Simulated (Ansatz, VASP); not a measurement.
**HfCo: VASP beside Ansatz**

Contents of INCAR:

```
  PREC = Accurate
  ENCUT = 600
  EDIFF = 1E-6
  ISMEAR = -1
  SIGMA = 0.05
  LREAL = False
  LASPH = True
  NELM = 200
  ALGO = Normal
  ISIF = 2
  LWAVE = False
  LCHARG = True
  ISPIN = 2
  MAGMOM = 0 2
  LORBIT = 11
  LMAXMIX = 4
  LELF = True
  LVHAR = True
  NBANDS = 20
  GGA_COMPAT = False
```

The input KPOINTS:

```
Automatic mesh
0
Gamma
  10 10 10
```

POSCAR

```
HfCo
1.0
    3.1640000000      0.0000000000      0.0000000000
    0.0000000000      3.1640000000      0.0000000000
    0.0000000000      0.0000000000      3.1640000000
Hf Co
1 1
Direct
    0.5000000000      0.5000000000      0.5000000000
    0.0000000000      0.0000000000      0.0000000000
```

Input for Ansatz:

```yaml
crystal:
  lattice:
    - [3.164, 0.0, 0.0]
    - [0.0, 3.164, 0.0]
    - [0.0, 0.0, 3.164]
  atoms:
    - { symbol: Hf, position: [0.5, 0.5, 0.5] }
    - { symbol: Co, position: [0.0, 0.0, 0.0], spin: 2.0 }
magnetization:
  spin_polarized: true
kpoints:
  mp_grid: { grid: [10, 10, 10] }
scf:
  occupations: { method: fermi_dirac, width: 0.05 }
  lower_state_search: "off"
hamiltonian:
  xc: lda
  pseudopotentials: { kind: paw }
output:
  forces: true
  stress: true
  eigenvalues: true
  write_density: true
  write_potential: true
  elf: true
  volumetric_format: npy
```

Alike in both runs: task single point; functional LDA; k mesh 10 × 10 × 10; occupations fermi-dirac, width 0.05 eV; collinear spin.

|  | VASP | Ansatz |
| --- | --- | --- |
| version | VASP 6.6.1 | Ansatz 0.2.0 |
| potentials or method | VASP PAW LDA potentials, release 64 (Hf_pv, Co) | PAW with Ansatz's default frozen-core files, scalar-relativistic |
| plane-wave cutoff (eV) | 600 | 420 |
| valence electrons in the cell | 19 | 43 |

```tsv
	VASP	Ansatz	Ansatz less VASP
pressure (GPa)	-14.2	-13.2	+0.93
net moment per atom (μB)	0.11	0.22	+0.110
size of the moment on the site where the two differ most (μB)	0.22	0.47	+0.252
```

The net moments are unlike, so the other rows may belong to different states. LDA's correlation is that of Perdew and Zunger in VASP and of Perdew and Wang (1992) in Ansatz. Site moments also hang on the region over which each program counts them. VASP's potentials hold 19 valence electrons a cell and Ansatz's 43, so a difference there can come from the potentials and not from the codes.

Neither program's run includes spin-orbit coupling.
